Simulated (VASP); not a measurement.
The system is Bi.

```
Bi
1.0
     2.26750    1.30914    3.93800
    -2.26750    1.30914    3.93800
     0.00000   -2.61828    3.93800
Bi
2
Cartesian
  0.0000 0.0000 2.7645
  0.0000 0.0000 9.0495
```

* Program: VASP 6.6.1
* Task: relaxation of cell and atoms
* Functional: LDA
* Potentials or basis: VASP PAW LDA potentials, release 64 (Bi_d)
* Cutoff: 600 eV
* k mesh: 6 × 6 × 6
* Occupations: gaussian, width 0.05 eV
* Spin: no spin polarisation

At the start: pressure -1.4 GPa; volume 35.07 Å³/atom.

**Question.** How do energy, volume and symmetry change on relaxing?

**Answer.** Over 6 steps the energy falls by 5.2 meV/atom and the volume is 33.89 Å³/atom (-3.4 %); space group R-3m (No. 166, to 0.05 Å).

The path:
```tsv
step	energy change (eV)	largest force (eV/Å)	pressure (GPa)	volume (Å³)
1	0.0000	0.0108	-1.40	70.14
2	-0.0051	0.1943	0.96	67.07
3	-0.0086	0.1121	-0.02	68.24
4	-0.0095	0.0760	-0.01	68.09
5	-0.0104	0.0093	0.01	67.75
6	-0.0104	0.0012	0.03	67.78
```

Final structure:
```cif
data_structure
_symmetry_space_group_name_H-M 'P 1'
_symmetry_Int_Tables_number 1
_cell_length_a 4.6735
_cell_length_b 4.6735
_cell_length_c 4.6735
_cell_angle_alpha 57.352
_cell_angle_beta 57.352
_cell_angle_gamma 57.352
_cell_volume 67.78
loop_
_atom_site_label
_atom_site_type_symbol
_atom_site_fract_x
_atom_site_fract_y
_atom_site_fract_z
_atom_site_occupancy
Bi1 Bi 0.23534 0.23534 0.23534 1
Bi2 Bi 0.76466 0.76466 0.76466 1
```
